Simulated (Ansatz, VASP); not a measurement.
# Two plane-wave programs on GaP

The input POSCAR:

```
GaP
1.0
    0.0000000000      2.7252500963      2.7252500963
    2.7252500963      0.0000000000      2.7252500963
    2.7252500963      2.7252500963      0.0000000000
Ga P
1 1
Direct
    0.0000000000      0.0000000000      0.0000000000
    0.7500000000      0.7500000000      0.7500000000
```

INCAR.step1

```
SYSTEM = GaP
ALGO = Normal ; EDIFF = 1E-5
ENCUT = 520 ; GGA = PE
ISIF = 2 ; ISMEAR = 0
LASPH = .True. ; LREAL = .False.
LWAVE = .True. ; NBANDS = 16
NELM = 60 ; PREC = Accurate
SIGMA = 0.05
```

File INCAR.step2:

```
SYSTEM = GaP
AEXX = 0.15 ; ALGO = Normal
EDIFF = 1E-7 ; ENCUT = 520
GGA = PE ; ISIF = 2
ISMEAR = 0 ; ISTART = 1
LASPH = .True. ; LCHARG = .True.
LELF = .True. ; LHFCALC = .True.
LREAL = .False. ; LVHAR = .True.
LWAVE = .False. ; NBANDS = 16
NELM = 60 ; PREC = Accurate
PRECFOCK = Normal ; SIGMA = 0.05
```

File KPOINTS:

```
k-points
0
Gamma
  4 4 4
  0 0 0
```

Input for Ansatz:

```yaml
crystal:
  lattice:
    - [0.0, 2.7252500963, 2.7252500963]
    - [2.7252500963, 0.0, 2.7252500963]
    - [2.7252500963, 2.7252500963, 0.0]
  atoms:
    - { symbol: Ga, position: [0.0, 0.0, 0.0] }
    - { symbol: P, position: [0.75, 0.75, 0.75] }
basis:
  ecutwfc: 420
  ecutrho_ratio: 4
kpoints:
  mp_grid: { grid: [4, 4, 4] }
hamiltonian:
  xc: { exchange: pbe, correlation: pbe, exx: { coeff: 0.15 } }
scf:
  occupations: { method: gaussian, width: 0.05 }
  n_extra_bands: 9
output:
  forces: true
  stress: true
  eigenvalues: true
  populations: true
  dos: { projected: true, de: 0.02 }
  write_density: true
  write_potential: true
  elf: true
  volumetric_format: npy
```

Alike in both runs: task single point; functional PBE-based global hybrid with a share of 0.15 of exact exchange; k mesh 4 × 4 × 4; occupations gaussian, width 0.05 eV; no spin polarisation.

|  | VASP | Ansatz |
| --- | --- | --- |
| version | VASP 6.6.1 | Ansatz 0.2.0 |
| potentials or method | VASP PAW PBE potentials, release 64 (Ga_d, P), cutoff 520 eV | scalar-relativistic, plane waves, PAW |
| valence electrons in the cell | 18 | 18 |

```csv
,VASP,Ansatz,Ansatz less VASP
gap on the k mesh at the Fermi level (eV),2.47,2.44,-0.029
least direct gap on the mesh (eV),2.86,2.83,-0.028
pressure (GPa),1.5,1.7,+0.17
```

VASP's potentials were made for PBE, not for PBE-based global hybrid. Ansatz's warnings: stress exchange threshold loose, stress scf threshold loose.

The k mesh is coarse, so the values compare programs but aren't converged.
